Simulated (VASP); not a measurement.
Here is a VASP 6.6.1 calculation.

INCAR

```
  ALGO = Normal
  EDIFF = 1E-7
  EDIFFG = -0.01
  ENCUT = 600
  GGA = PS
  IBRION = 2
  ISIF = 3
  ISMEAR = -1
  LASPH = T
  LCHARG = F
  LREAL = F
  LWAVE = F
  NELM = 80
  NSW = 100
  PREC = Accurate
  SIGMA = 0.03
```

File KPOINTS:

```
k-points
0
Gamma
  6 6 6
```

POSCAR

```
ScTlH6
1.0
    3.5555529800      2.0527994700      2.2886607800
   -3.5555529800      2.0527994700      2.2886607800
    0.0000000000     -4.1055989500      2.2886607800
Sc Tl H
1 1 6
Direct
    0.5000000000      0.5000000000      0.5000000000
    0.0000000000      0.0000000000      0.0000000000
    0.9399501200      0.2918228700      0.2918228700
    0.2918228700      0.9399501200      0.2918228700
    0.2918228700      0.2918228700      0.9399501200
    0.0600498800      0.7081771300      0.7081771300
    0.7081771300      0.0600498800      0.7081771300
    0.7081771300      0.7081771300      0.0600498800
```

Potentials or basis: VASP PAW PBE potentials, release 64 (Sc_sv, Tl_d, H).

Command:

```bash
$ cat potpaw_PBE.64/Sc_sv/POTCAR potpaw_PBE.64/Tl_d/POTCAR potpaw_PBE.64/H/POTCAR > POTCAR
$ mpirun -np 1 vasp_std > vasp.out
```

Estimate the relaxed cell.

a = 4.102 Å, b = 4.102 Å, c = 4.102 Å, α = 95.56°, β = 95.56°, γ = 95.56°.

Predict the band gap on the k mesh.

zero (bands 15 and 16 overlap by 4.16 eV).

The path:
```csv
step,energy change (eV),largest force (eV/Å),pressure (GPa),volume (Å³)
1,0.0000,0.9574,-8.07,100.23
2,-0.6987,1.0460,-6.44,91.34
3,-1.7005,1.2561,5.89,70.29
4,-2.1776,0.5610,3.02,68.77
5,-2.3435,0.3997,2.06,66.97
6,-2.4213,0.3466,0.08,68.25
7,-2.4909,0.2959,-3.16,70.71
8,-2.5655,0.2929,-2.18,69.40
9,-2.6619,0.3459,0.64,66.11
10,-2.7289,0.3191,0.93,65.75
11,-2.8380,0.2332,3.59,64.66
12,-2.8385,0.2352,2.63,64.90
13,-2.8412,0.2272,3.02,64.79
14,-2.8885,0.0861,0.18,68.31
15,-2.8900,0.0659,0.51,67.77
16,-2.8916,0.0369,-0.24,68.12
17,-2.8919,0.0287,-0.04,68.02
18,-2.8924,0.0055,-0.01,68.00
19,-2.8924,0.0079,0.02,67.99
```

Caveat: the volume moved by over 15 % at a fixed basis, so the end points are rough; the PAW data sets were made with another functional, which shifts forces and pressure a little; spin-orbit coupling is left out, which moves the levels of the heavy elements.
